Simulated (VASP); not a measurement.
Wanted: the native input for a VASP 6.6.1 run.

```yaml
Task: single point
Functional: PBE
Dispersion: D3(BJ)
Potentials_or_basis: VASP PAW PBE potentials, release 64 (Mg, I)
Cutoff: 520 eV
k_mesh: 6 × 6 × 4
Occupations: gaussian, width 0.05 eV
Spin: no spin polarisation
Dipole_correction: no
Further_INCAR_settings: ALGO = Normal; EDIFF = 1e-06; NBANDS = 15
```

The structure of MgI2 lies in POSCAR:

```
MgI2
1.0
    4.4859961311      0.0000000000      0.0000000000
   -2.2429980655      3.8849866108      0.0000000000
    0.0000000000      0.0000000000      7.4109600000
Mg I
1 2
Direct
    0.0000000000      0.0000000000      0.0000000000
    0.3333333333      0.6666666667      0.7576300000
    0.6666666667      0.3333333333      0.2423700000
```

This cell differs from its parent crystal: strain +0.080 along x and y, +0.080 along z.

These files were run (other wordings do the same):

INCAR

```
  PREC = Accurate
  ENCUT = 520
  EDIFF = 1E-6
  ISMEAR = 0
  SIGMA = 0.05
  LREAL = F
  LASPH = T
  NELM = 60
  ALGO = Normal
  ISIF = 2
  LWAVE = F
  LCHARG = F
  GGA = PE
  IVDW = 12
  NBANDS = 15
```

KPOINTS

```
regular mesh
0
Gamma
  6 6 4
```

Potentials or basis: VASP PAW PBE potentials, release 64 (Mg, I).

Command:

```sh
$ cat potpaw_PBE.64/Mg/POTCAR potpaw_PBE.64/I/POTCAR > POTCAR
$ mpirun -np 1 vasp_std > vasp.out
```

It gave:

```
Pressure                   : -4.5 GPa
Largest force              : 0.792 eV/Å
Band gap on the k mesh     : 2.85 eV
Dispersion energy per atom : -0.241 eV
```

Caveat: the cell differs from its parent crystal (strain +0.080 along x and y, +0.080 along z); the cell stands under tension; spin-orbit coupling is left out, which moves the levels of the heavy elements.

It took 64 s on 1 thread of Intel Xeon 8259CL (shared host), peak memory 0.27 GiB.
